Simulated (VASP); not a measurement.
Crystal: BP.

```
CELL_PARAMETERS angstrom
0.00000 2.26900 2.26900
2.26900 0.00000 2.26900
2.26900 2.26900 0.00000
ATOMIC_POSITIONS crystal
B 0.00000 0.00000 0.00000
P 0.75000 0.75000 0.75000
```

Base run:

* Program: VASP 6.6.1
* Functional: BLYP
* Potentials or basis: VASP PAW PBE potentials, release 64 (B, P)
* Cutoff: 520 eV
* k mesh: 8 × 8 × 8
* Occupations: gaussian, width 0.05 eV
* Spin: no spin polarisation

Its results: band gap on the k mesh 1.56 eV, indirect (least direct gap 3.58 eV); pressure 5.9 GPa.

Question: After a change of settings the same cell gave: band gap on the k mesh 1.27 eV, indirect (least direct gap 3.40 eV); pressure 0.9 GPa. Which change was it?
A. functional from BLYP to PBEsol; further incar settings from ALGO = Normal; EDIFF = 1e-07; NBANDS = 11 to ALGO = Normal; EDIFF = 1e-06; NBANDS = 11
B. functional from BLYP to RPBE; further incar settings from ALGO = Normal; EDIFF = 1e-07; NBANDS = 11 to ALGO = Normal; EDIFF = 1e-06; NBANDS = 11
C. functional from BLYP to PBE

Answer: C.

PBE binds more tightly than BLYP, so the same cell stands under less pressure.

Caveats: the PAW data sets were made with another functional, which shifts forces and pressure a little (some runs).
